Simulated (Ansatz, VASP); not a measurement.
**SnSe: VASP beside Ansatz**

```xyz
8
Lattice="11.4856 0.0000 0.0000 0.0000 4.1701 0.0000 0.0000 0.0000 4.3800" Properties=species:S:1:pos:R:3 pbc="T T T"
Sn    1.3547    1.0425    0.4109
Sn    4.3881    3.1276    2.6009
Sn    7.0975    1.0425    1.7790
Sn   10.1309    3.1276    3.9690
Se    4.1017    1.0425    0.0984
Se    1.6411    3.1276    2.2884
Se    9.8445    1.0425    2.0915
Se    7.3839    3.1276    4.2815
```

Alike in both runs: functional PBE; dispersion D3(BJ); k mesh 4 × 8 × 6; occupations gaussian, width 0.05 eV; no spin polarisation.

Ansatz relaxed the structure, and its values are those at the end. VASP's run is a single point on that final structure, the one shown.

```csv
,VASP,Ansatz
version,VASP 6.6.1,Ansatz 0.2.0
potentials or method,"VASP PAW PBE potentials, release 64 (Sn_d, Se), cutoff 520 eV","scalar-relativistic, plane waves, PAW"
valence electrons in the cell,80,120
```

```tsv
	VASP	Ansatz	Ansatz less VASP
gap on the k mesh at the Fermi level (eV)	0.53	0.54	+0.009
least direct gap on the mesh (eV)	0.83	0.83	+0.007
pressure (GPa)	0.0	0.0	-0.02
rms of the force components (eV/Å)	0.009	0.001	-0.0080
```

VASP's potentials hold 80 valence electrons a cell and Ansatz's 120, so a difference there can come from the potentials and not from the codes. Ansatz's warnings: relaxed geometry near dispersion switch.
